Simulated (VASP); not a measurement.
Wanted: the native input for a VASP 6.6.1 run.

```
Task                   : single point
Functional             : PBE
Potentials or basis    : VASP PAW PBE potentials, release 64 (Re_sv_GW, Zn)
Cutoff                 : 560 eV
k mesh                 : 10 × 10 × 5
Occupations            : methfessel-paxton, width 0.05 eV
Spin                   : no spin polarisation
Dipole correction      : no
Further INCAR settings : ALGO = Normal; EDIFF = 1e-06; NBANDS = 20
```

The structure of ZnRe lies in POSCAR:

```
ZnRe
1.0
    2.7482183437      0.0000000000      0.0000000000
   -1.3741091718      2.3800269008      0.0000000000
    0.0000000000      0.0000000000      4.4940660000
Re Zn
1 1
Direct
    0.3333333333      0.6666666667      0.5000000000
    0.0000000000      0.0000000000      0.0000000000
```

The input as run:

INCAR

```
SYSTEM = ZnRe
  ALGO = Normal
  EDIFF = 1E-6
  ENCUT = 560
  GGA = PE
  GGA_COMPAT = .FALSE.
  ISIF = 2
  ISMEAR = 1
  LASPH = .TRUE.
  LCHARG = .TRUE.
  LELF = .TRUE.
  LREAL = .FALSE.
  LVHAR = .TRUE.
  LWAVE = .FALSE.
  NBANDS = 20
  NELM = 120
  PREC = Accurate
  SIGMA = 0.05
```

KPOINTS

```
k-points
0
G
  10 10 5
  0 0 0
```

Potentials or basis: VASP PAW PBE potentials, release 64 (Re_sv_GW, Zn).

The run is started by

```bash
$ cat potpaw_PBE.64/Re_sv_GW/POTCAR potpaw_PBE.64/Zn/POTCAR > POTCAR
$ mpirun -np 1 vasp_std > vasp.out
```

Results of the run:

```json
{
  "Pressure": "-2.1 GPa",
  "Band gap on the k mesh": "zero (an odd number of electrons rules out a gap without spin polarisation)"
}
```

Caveat: spin-orbit coupling is left out, which moves the levels of the heavy elements.

Run time: 16 s on 1 thread of Intel(R) Xeon(R) Platinum 8488C (Sapphire Rapids), with other jobs on the host, peak memory 0.17 GiB.
